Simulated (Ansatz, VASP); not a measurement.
# NaPdO3 in VASP and in Ansatz

The input INCAR:

```
SYSTEM = NaPdO3
ALGO     = Normal         ! electronic algorithm
EDIFF    = 1E-6           ! SCF threshold, eV
ENCUT    = 520            ! plane-wave cutoff, eV
ISIF     = 2              ! what is computed and relaxed
ISMEAR   = 1              ! smearing method
LASPH    = .TRUE.         ! aspherical terms in the spheres
LCHARG   = .FALSE.        ! write CHGCAR
LREAL    = .FALSE.        ! projectors in reciprocal space
LWAVE    = .FALSE.        ! write WAVECAR
NBANDS   = 26             ! bands
NELM     = 100            ! most SCF steps
PREC     = Accurate       ! precision mode
SIGMA    = 0.1            ! smearing width, eV
```

File KPOINTS:

```
k-points
0
G
  9 9 9
  0 0 0
```

The input POSCAR:

```
NaPdO3
1.0
    3.9911490000     -0.0399114900      0.0000000000
   -0.0399114900      3.9911490000      0.0000000000
    0.0000000000      0.0000000000      3.9911490000
Na Pd O
1 1 3
Direct
    0.0000000000      0.0000000000      0.0000000000
    0.5000000000      0.5000000000      0.5000000000
    0.5000000000      0.5000000000      0.0000000000
    0.5000000000      0.0000000000      0.5000000000
    0.0000000000      0.5000000000      0.5000000000
```

Input for Ansatz:

```yaml
crystal:
  lattice:
    - [3.991149, -0.03991149, 0.0]
    - [-0.03991149, 3.991149, 0.0]
    - [0.0, 0.0, 3.991149]
  atoms:
    - { symbol: Na, position: [0.0, 0.0, 0.0] }
    - { symbol: Pd, position: [0.5, 0.5, 0.5] }
    - { symbol: O, position: [0.5, 0.5, 0.0] }
    - { symbol: O, position: [0.5, 0.0, 0.5] }
    - { symbol: O, position: [0.0, 0.5, 0.5] }
basis:
  ecutwfc: 520.0
kpoints:
  mp_grid:
    grid: [9, 9, 9]
hamiltonian:
  xc: lda
scf:
  convergence:
    dr2_threshold: 1.0e-09
  occupations:
    method: cold
    width: 0.1
output:
  stress: true
```

Alike in both runs: task single point; functional LDA; k mesh 9 × 9 × 9; no spin polarisation.

|  | VASP | Ansatz |
| --- | --- | --- |
| version | VASP 6.6.1 | Ansatz 0.2.0 |
| potentials or method | VASP PAW LDA potentials, release 64 (Na_pv, Pd, O), cutoff 520 eV | plane waves, PAW |
| occupations | methfessel-paxton of order 1, width 0.1 eV | cold, width 0.1 eV |
| valence electrons in the cell | 35 | 45 |

```csv
,VASP,Ansatz,Ansatz less VASP
pressure (GPa),-12.3,-12.5,-0.25
"traceless stress, the component that is largest in VASP (GPa)",0.79,0.81,+0.018
```

LDA's correlation is that of Perdew and Zunger in VASP and of Perdew and Wang (1992) in Ansatz. VASP's potentials hold 35 valence electrons a cell and Ansatz's 45, so a difference there can come from the potentials and not from the codes. Ansatz's warnings: stress scf threshold loose.
